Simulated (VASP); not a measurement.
W, 1 atom in the cell. Symmetry: Fm-3m, No. 225, cubic system. Conventional cell: a = 4.060 Å, b = 4.060 Å, c = 4.060 Å, α = 90.00°, β = 90.00°, γ = 90.00°. W (site symmetry m-3m) has 12 W at 2.87 Å within 3.8 Å. 

| Item | Value |
| --- | --- |
| Program | VASP 6.6.1 |
| Task | vibrations by perturbation theory |
| Functional | LDA |
| Potentials or basis | VASP PAW LDA potentials, release 64 (W_sv) |
| Cutoff | 520 eV |
| k mesh | 14 × 14 × 14 |
| Occupations | methfessel-paxton, width 0.15 eV |
| Spin | no spin polarisation |
| Dipole correction | no |
| Further INCAR settings | ALGO = Normal; EDIFF = 1e-08; IBRION = 8; NSW = 1 |

Potentials or basis: VASP PAW LDA potentials, release 64 (W_sv).

The run is started by

```bash
$ cat potpaw_LDA.64/W_sv/POTCAR > POTCAR
$ mpirun -np 1 vasp_std > vasp.out
```

Hardware: 1 thread of AMD EPYC 7R43 64-Core Processor (Zen 3), with other jobs on the host.

Estimate the wall time of this run.

Wall time 2.1 min on 1 thread of AMD EPYC 7R43 64-Core Processor (Zen 3), with other jobs on the host, peak memory 0.19 GiB. Counts: scf iterations 30, k points 104.
